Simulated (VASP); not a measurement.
MgO, 2 atoms in the cell. The structure is trigonal, space group R-3m (No. 166). The conventional cell has a = 2.943 Å, b = 2.943 Å, c = 7.786 Å, α = 90.00°, β = 90.00°, γ = 120.00°. Within 2.8 Å of Mg (site symmetry -3m) lie 6 O at 2.14 Å. Within 2.8 Å of O (site symmetry -3m) lie 6 Mg at 2.14 Å.  This cell differs from its parent crystal: ratio of the length along [111] to the lengths across it x 1.08, volume and fractional coordinates fixed.

| Property | Result |
| --- | --- |
| Program | VASP 6.6.1 |
| Task | single point |
| Functional | PBE |
| Potentials or basis | VASP PAW PBE potentials, release 64 (Mg_sv, O) |
| Cutoff | 840 eV |
| k mesh | 10 × 10 × 10 |
| Occupations | gaussian, width 0.05 eV |
| Spin | no spin polarisation |
| Dipole correction | no |
| Further INCAR settings | ALGO = Normal; EDIFF = 1e-06; NBANDS = 15 |

Potentials or basis: VASP PAW PBE potentials, release 64 (Mg_sv, O).

Launch:

```console
$ cat potpaw_PBE.64/Mg_sv/POTCAR potpaw_PBE.64/O/POTCAR > POTCAR
$ mpirun -np 1 vasp_std > vasp.out
```

Hardware: 1 thread of Intel(R) Xeon(R) 6975P-C (Granite Rapids), on a shared host.

Question: How long does it take, and how much memory?

Answer: Wall time 27 s on 1 thread of Intel(R) Xeon(R) 6975P-C (Granite Rapids) (shared host), peak memory 0.2 GiB. Counts: scf iterations 12, k points 116.
